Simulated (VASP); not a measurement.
Wanted: the native input for a VASP 6.6.1 run.

```yaml
Task: single point
Functional: PBE
Potentials_or_basis: VASP PAW PBE potentials, release 64 (Hf_pv)
Cutoff: 500 eV
k_mesh: 10 × 10 × 10
Occupations: gaussian, width 0.023 eV
Spin: no spin polarisation
Dipole_correction: no
Further_INCAR_settings: ALGO = Normal; EDIFF = 1e-06; NBANDS = 11
```

The structure of Hf lies in POSCAR:

```
Hf
1.0
   -1.8050000000      1.8050000000      1.8050000000
    1.8050000000     -1.8050000000      1.8050000000
    1.8050000000      1.8050000000     -1.8050000000
Hf
1
Direct
    0.0000000000      0.0000000000      0.0000000000
```

One way to write it, as run:

INCAR

```
ALGO = Normal
EDIFF = 1E-6
ENCUT = 500
GGA = PE
GGA_COMPAT = F
ISIF = 2
ISMEAR = 0
LASPH = T
LCHARG = F
LREAL = F
LWAVE = F
NBANDS = 11
NELM = 120
PREC = Accurate
SIGMA = 0.023
```

KPOINTS

```
k-points
0
Gamma
  10 10 10
```

Potentials or basis: VASP PAW PBE potentials, release 64 (Hf_pv).

The run is started by

```console
$ cat potpaw_PBE.64/Hf_pv/POTCAR > POTCAR
$ mpirun -np 1 vasp_std > vasp.out
```

Results of the run:

```json
{
 "Pressure": "-5.3 GPa",
 "Band gap on the k mesh": "zero (band 5 reaches 5.73 eV, above the bottom of band 6 at 3.54 eV)"
}
```

Caveat: spin-orbit coupling is left out, which moves the levels of the heavy elements.

Wall time 12 s on 1 thread of AMD EPYC 7R43 64-Core Processor (Zen 3), with other jobs on the host, peak memory 0.11 GiB.
